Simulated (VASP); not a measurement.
# HgSe (F-43m) in VASP: single point with HSE06

Aim: the single point of HgSe with HSE06.

All numbers are computed with VASP 6.6.1; they aren't measurements. Logs are shortened: lines on timing, memory, paths and dates and some standing lists are left out, and cuts for length are marked.

### Step 1. The cell of the first run

The structure is cubic, space group F-43m (No. 216). The conventional cell has a = 6.134 Å, b = 6.134 Å, c = 6.134 Å, α = 90.00°, β = 90.00°, γ = 90.00°. Hg (site symmetry -43m) has 4 Se at 2.66 Å within 3.5 Å. Se (site symmetry -43m) has 4 Hg at 2.66 Å within 3.5 Å.

### Step 2. Single point, HSE06

Contents of POSCAR:

```
HgSe
1.0
    0.0000000000      3.0671140000      3.0671140000
    3.0671140000      0.0000000000      3.0671140000
    3.0671140000      3.0671140000      0.0000000000
Hg Se
1 1
Direct
    0.0000000000      0.0000000000      0.0000000000
    0.2500000000      0.2500000000      0.2500000000
```

Contents of INCAR.step1:

```
PREC = Accurate ; ENCUT = 400
EDIFF = 1E-5 ; ISMEAR = -1
SIGMA = 0.05 ; LREAL = F
LASPH = T ; NELM = 120
ALGO = Normal ; ISIF = 2
LWAVE = T ; LCHARG = F
GGA = PE ; NBANDS = 16
GGA_COMPAT = F
```

Contents of INCAR.step2:

```
PREC = Accurate ; ENCUT = 400
EDIFF = 1E-6 ; ISMEAR = -1
SIGMA = 0.05 ; LREAL = F
LASPH = T ; NELM = 120
ALGO = Normal ; ISIF = 2
LWAVE = F ; LCHARG = F
GGA = PE ; LHFCALC = T
HFSCREEN = 0.2079 ; PRECFOCK = Normal
ISTART = 1 ; NBANDS = 16
GGA_COMPAT = F
```

Contents of KPOINTS:

```
Automatic mesh
0
Gamma
  7 7 7
```

Potentials or basis: VASP PAW PBE potentials, release 64 (Hg, Se).

Launch:

```bash
cat potpaw_PBE.64/Hg/POTCAR potpaw_PBE.64/Se/POTCAR > POTCAR
cp INCAR.step1 INCAR
mpirun -np 1 vasp_std > vasp.out
cp INCAR.step2 INCAR
mpirun -np 1 vasp_std > vasp.out
```

OUTCAR:

```text
PREC = Accurate
   ENCUT = 400
   EDIFF = 1E-6
   ISMEAR = -1
   LREAL = F
   LASPH = T
   NELM = 120
   ISIF = 2
   GGA = PE
   LHFCALC = T
   HFSCREEN = 0.2079
   PRECFOCK = Normal
   ISTART = 1

 ion  position               nearest neighbor table
   1  0.000  0.000  0.000-   2 2.66   2 2.66   2 2.66   2 2.66
   2  0.250  0.250  0.250-   1 2.66   1 2.66   1 2.66   1 2.66

  LATTYP: Found a face centered cubic cell.
 ALAT       =     6.1342280000

  Lattice vectors:

 A1 = (   0.0000000000,   3.0671140000,   3.0671140000)
 A2 = (   3.0671140000,   0.0000000000,   3.0671140000)
 A3 = (   3.0671140000,   3.0671140000,   0.0000000000)

Analysis of symmetry for initial positions (statically):
=====================================================================
 Subroutine PRICEL returns:
 Original cell was already a primitive cell.

 Routine SETGRP: Setting up the symmetry group for a
 face centered cubic supercell.

 Subroutine GETGRP returns: Found 24 space group operations
 (whereof 24 operations were pure point group operations)
 out of a pool of 48 trial point group operations.

The static configuration has the point symmetry T_d .

Analysis of symmetry for dynamics (positions and initial velocities):
=====================================================================
 Subroutine PRICEL returns:
 Original cell was already a primitive cell.

 Routine SETGRP: Setting up the symmetry group for a
 face centered cubic supercell.

 Subroutine GETGRP returns: Found 24 space group operations
 (whereof 24 operations were pure point group operations)
 out of a pool of 48 trial point group operations.

The dynamic configuration has the point symmetry T_d .

 Subroutine INISYM returns: Found 24 space group operations
 (whereof 24 operations are pure point group operations),
 and found     1 'primitive' translations

----------------------------------------------------------------------------------------

                                     Primitive cell

  volume of cell :      57.7058

  direct lattice vectors                    reciprocal lattice vectors
     0.000000000  3.067114000  3.067114000    -0.163019699  0.163019699  0.163019699
     3.067114000  0.000000000  3.067114000     0.163019699 -0.163019699  0.163019699
     3.067114000  3.067114000  0.000000000     0.163019699  0.163019699 -0.163019699

  length of vectors
     4.337554216  4.337554216  4.337554216     0.282358401  0.282358401  0.282358401

  position of ions in fractional coordinates (direct lattice)
     0.000000000  0.000000000  0.000000000
     0.250000000  0.250000000  0.250000000

  ion indices of the primitive-cell ions
   primitive index   ion index
                 1           1
                 2           2

----------------------------------------------------------------------------------------

 KPOINTS: Automatic mesh

Automatic generation of k-mesh.
 Grid dimensions read from file:
 generate k-points for:    7    7    7

 Generating k-lattice:

  Cartesian coordinates                     Fractional coordinates (reciprocal lattice)
    -0.023288528  0.023288528  0.023288528     0.142857143  0.000000000  0.000000000
     0.023288528 -0.023288528  0.023288528     0.000000000  0.142857143  0.000000000
     0.023288528  0.023288528 -0.023288528     0.000000000  0.000000000  0.142857143

  Length of vectors
     0.040336914  0.040336914  0.040336914

  Shift w.r.t. Gamma in fractional coordinates (k-lattice)
     0.000000000  0.000000000  0.000000000

 Subroutine IBZKPT returns following result:
 ===========================================

 Found     20 irreducible k-points:

 Following reciprocal coordinates:
            Coordinates               Weight
  0.000000  0.000000  0.000000      1.000000
  0.142857  0.000000  0.000000      8.000000
  0.285714  0.000000  0.000000      8.000000
  0.428571  0.000000  0.000000      8.000000
  0.142857  0.142857  0.000000      6.000000
  0.285714  0.142857  0.000000     24.000000
[... 12 lines left out ...]
 -0.428571  0.428571  0.142857     24.000000
 -0.285714  0.428571  0.142857     24.000000
   k-points           NKPTS =     20   k-points in BZ     NKDIM =    343   number of bands    NBANDS=     16
   number of dos      NEDOS =    301   number of ions     NIONS =      2
   total plane-waves  NPLWV =  21952
   dimension x,y,z NGX =    28 NGY =   28 NGZ =   28
   dimension x,y,z NGXF=    56 NGYF=   56 NGZF=   56
   ions per type =               1   1
   NGX,Y,Z   is equivalent  to a cutoff of  10.73, 10.73, 10.73 a.u.
   NGXF,Y,Z  is equivalent  to a cutoff of  21.46, 21.46, 21.46 a.u.
 SYSTEM =  unknown system
   PREC   = accura    normal or accurate (medium, high low for compatibility)
   ISTART =      1    job   : 0-new  1-cont  2-samecut
   ICHARG =      0    charge: 1-file 2-atom 10-const
   ISPIN  =      1    spin polarized calculation?
   LNONCOLLINEAR =      F non collinear calculations
   LSORBIT =      F    spin-orbit coupling
   LASPH  =      T    aspherical Exc in radial PAW
   ENCUT  =  400.0 eV  29.40 Ry    5.42 a.u.   7.07  7.07  7.07*2*pi/ulx,y,z
   NELM   =    120;   NELMIN=  2; NELMDL=  0     # of ELM steps
   EDIFF  = 0.1E-05   stopping-criterion for ELM
   LREAL  =      F    real-space projection
   EDIFFG = 0.1E-04   stopping-criterion for IOM
   NSW    =      0    number of steps for IOM
   IBRION =     -1    ionic relax: 0-MD 1-quasi-New 2-CG
   NFREE  =      0    steps in history (QN), initial steepest desc. (CG)
   ISIF   =      2    stress and relaxation
   ISYM   =      3    0-nonsym 1-usesym 2-fastsym
   POTIM  = 0.5000    time-step for ionic-motion
   TEBEG  =    0.0;   TEEND  =   0.0 temperature during run
   PSTRESS=    0.0 pullay stress
   NELECT =      18.0000    total number of electrons
   NUPDOWN=      -1.0000    fix difference up-down
   EMIN   =  10.00;   EMAX   =-10.00  energy-range for DOS
   EFERMI =   0.00;   METHOD = LEGACY
   ISMEAR =    -1;   SIGMA  =   0.05  broadening in eV -4-tet -1-fermi 0-gaus
   EFERMI_NEDOS =   21; number of points for ismear=-14 and -15
   IALGO  =     38    algorithm
   IMIX   =      1    mixing-type and parameters
     AMIX     =   0.40;   BMIX     =  1.00
     AMIX_MAG =   1.60;   BMIX_MAG =  1.00
  volume/ion in A,a.u.               =      28.85       194.71
  Fermi-wavevector in a.u.,A,eV,Ry     =   1.110263  2.098092 16.771674  1.232683
  Thomas-Fermi vector in A             =   2.246812
   LORBIT       =      0    0 simple, 1 ext, 2 COOP (PROOUT), +10 PAW based schemes
   GGA     = PE    functional components
   LHFCALC =     T    Hartree Fock is set to
   PRECFOCK=normal    Normal, Fast or Accurate (Low or Medium for compatibility)
   ENCUT4O =  -1.0   cutoff for four orbital integrals eV
   NKREDX  =     1    reduce k-point grid by
   NKREDY  =     1    reduce k-point grid by
   NKREDZ  =     1    reduce k-point grid by
   AEXX    =    0.2500 exact exchange contribution
   HFSCREEN=    0.2079 screening length (either q_TF or 0.3 A-1)
   HFSCREENC=   0.2079 screening length for correlation (either q_TF or 0.3 A-1)
   ENCUTFOCK=  -1.0 apply spherical cutoff to Coloumb kernel
   IVDW    =     0    specifies the selected vdW correction
   LEPSILON=     F    determine dielectric tensor
   LRPA    =     F    only Hartree local field effects (RPA)
 non-spin polarized calculation
  energy-cutoff  :      400.00
  volume of cell :       57.71
 maximum number of plane-waves:      1067
  NGX = 24; NGY = 24; NGZ = 24

 number of electron      18.0000008 magnetization

 Free energy of the ion-electron system (eV)
  ---------------------------------------------------
  ext. energy  EPLUGINS =         0.00000000
  ---------------------------------------------------
  free energy    TOTEN  =        -5.27915701 eV

  energy without entropy =       -5.27841842  energy(sigma->0) =       -5.27878771

 E-fermi :   1.0062     XC(G=0):  -7.4297

 val. band max:        0.9626488156   @ k =   0.0000   0.0000   0.0000
 cond. band min:       2.2787428906   @ k =   0.1429   0.0000   0.0000
 fundamental gap:      1.3160940751
 Fermi energy:         1.0062014982

 k-point     1 :       0.0000    0.0000    0.0000
  band No.  band energies     occupation
      1     -13.4977      2.00000
      2      -7.0655      2.00000
      3      -7.0655      2.00000
      4      -7.0655      2.00000
      5      -6.3602      2.00000
      6      -6.3602      2.00000
[... 8 lines left out ...]
     15      13.3274      0.00000
     16      13.3274      0.00000

 k-point     2 :       0.1429    0.0000    0.0000
  band No.  band energies     occupation
      1     -13.4075      2.00000
      2      -7.0276      2.00000
      3      -7.0276      2.00000
      4      -7.0076      2.00000
      5      -6.3624      2.00000
      6      -6.3624      2.00000
[... 8 lines left out ...]
     15      12.3161      0.00000
     16      12.3161      0.00000

 k-point     3 :       0.2857    0.0000    0.0000
  band No.  band energies     occupation
      1     -13.1982      2.00000
      2      -6.9513      2.00000
      3      -6.9513      2.00000
      4      -6.7534      2.00000
      5      -6.3525      2.00000
      6      -6.3525      2.00000
[... 8 lines left out ...]
     15      12.2376      0.00000
     16      12.2376      0.00000

 k-point     4 :       0.4286    0.0000    0.0000
  band No.  band energies     occupation
      1     -13.0237      2.00000
      2      -6.9036      2.00000
      3      -6.9036      2.00000
      4      -6.3241      2.00000
      5      -6.3241      2.00000
      6      -6.2060      2.00000
[... 8 lines left out ...]
     15      13.4433      0.00000
     16      13.4433      0.00000
[... 248 lines left out ...]
 k-point    18 :      -0.4286    0.2857    0.1429
  band No.  band energies     occupation
      1     -12.9164      2.00000
      2      -6.8255      2.00000
      3      -6.7818      2.00000
      4      -6.4499      2.00000
      5      -6.3320      2.00000
      6      -6.0097      2.00000
[... 8 lines left out ...]
     15      13.4672      0.00000
     16      14.5669      0.00000

 k-point    19 :      -0.4286    0.4286    0.1429
  band No.  band energies     occupation
      1     -12.8589      2.00000
      2      -6.7880      2.00000
      3      -6.6898      2.00000
      4      -6.5392      2.00000
      5      -6.3018      2.00000
      6      -5.9405      2.00000
[... 8 lines left out ...]
     15      14.3102      0.00000
     16      14.7682      0.00000

 k-point    20 :      -0.2857    0.4286    0.1429
  band No.  band energies     occupation
      1     -12.8446      2.00000
      2      -6.7804      2.00000
      3      -6.7023      2.00000
      4      -6.4385      2.00000
      5      -6.3634      2.00000
      6      -5.7841      2.00000
[... 8 lines left out ...]
     15      13.6913      0.00000
     16      15.5299      0.00000

------------------------ aborting loop because EDIFF is reached ----------------------------------------

  FORCE on cell =-STRESS in cart. coord.  units (eV):
  Direction    XX          YY          ZZ          XY          YZ          ZX
  --------------------------------------------------------------------------------------
  -------------------------------------------------------------------------------------
  Total        0.4672808      0.4672808      0.4672808     -0.0000000     -0.0000000      0.0000000
  in kB       12.9738460     12.9738460     12.9738460     -0.0000000     -0.0000000      0.0000000
  external PRESSURE =      12.9738460 kB  Pullay stress =       0.0000000 kB

 VOLUME and BASIS-vectors are now :
 -----------------------------------------------------------------------------
  energy-cutoff  :      400.00
  volume of cell :       57.71
      direct lattice vectors                 reciprocal lattice vectors
     0.000000000  3.067114000  3.067114000    -0.163019699  0.163019699  0.163019699
     3.067114000  0.000000000  3.067114000     0.163019699 -0.163019699  0.163019699
     3.067114000  3.067114000  0.000000000     0.163019699  0.163019699 -0.163019699

 POSITION                                       TOTAL-FORCE (eV/Angst)
 -----------------------------------------------------------------------------------
      0.00000      0.00000      0.00000         0.000000     -0.000000     -0.000000
      1.53356      1.53356      1.53356        -0.000000      0.000000      0.000000
 -----------------------------------------------------------------------------------
    total drift:                                0.000010      0.000014      0.000009

  FREE ENERGIE OF THE ION-ELECTRON SYSTEM (eV)
  ---------------------------------------------------
  free  energy   TOTEN  =        -5.2791570103 eV

  energy  without entropy=       -5.2784184160  energy(sigma->0) =       -5.27878771
```

Run time: 59 min. Hardware: 1 thread of Intel Xeon Platinum 8488C (Sapphire Rapids), shared host; peak memory 0.3 GiB.

Results:

| Quantity | Value |
| --- | --- |
| Free energy | -5.2792 eV |
| Pressure | 1.3 GPa |
| Band gap on the k mesh | zero (filled and empty bands touch) |

Caveat: the PAW data sets were made with another functional, which shifts forces and pressure a little; spin-orbit coupling is left out, which moves the levels of the heavy elements.

The gap in the log of VASP goes by the Fermi energy; the results here count the filled bands.